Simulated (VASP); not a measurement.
A run of VASP 6.6.1 is set up as follows.

File INCAR:

```
  PREC = Accurate
  ENCUT = 520
  EDIFF = 1E-6
  ISMEAR = 0
  SIGMA = 0.1
  LREAL = False
  LASPH = True
  NELM = 100
  ALGO = Normal
  ISIF = 2
  LWAVE = False
  LCHARG = False
  GGA = PE
  NBANDS = 43
```

File KPOINTS:

```
regular mesh
0
Gamma
  4 4 4
```

POSCAR

```
Ge3W2
1.0
    3.5592164781      0.0000000000      0.0000000000
    0.0000000000      3.5592164781      0.0000000000
    0.0000000000      0.0000000000      7.3267313948
Ge W
3 2
Direct
    0.5000000000      0.0000000000      0.9687626794
    0.0000000000      0.5000000000      0.9687626794
    0.0000000000      0.0000000000      0.3733641133
    0.0000000000      0.0000000000      0.7173418426
    0.5000000000      0.5000000000      0.2417686054
```

Potentials or basis: VASP PAW PBE potentials, release 64 (Ge_d, W_sv).

Command:

```sh
$ cat potpaw_PBE.64/Ge_d/POTCAR potpaw_PBE.64/W_sv/POTCAR > POTCAR
$ mpirun -np 1 vasp_std > vasp.out
```

(1) What does it give for the largest force?

(2) Predict the band gap on the k mesh.

(3) Estimate the pressure.

Results:

(1) 0.013 eV/Å.

(2) zero (band 35 reaches 8.83 eV, above the bottom of band 36 at 7.29 eV).

(3) 0.1 GPa.

Caveat: the k points lie up to 0.44 Å⁻¹ apart; spin-orbit coupling is left out, which moves the levels of the heavy elements.
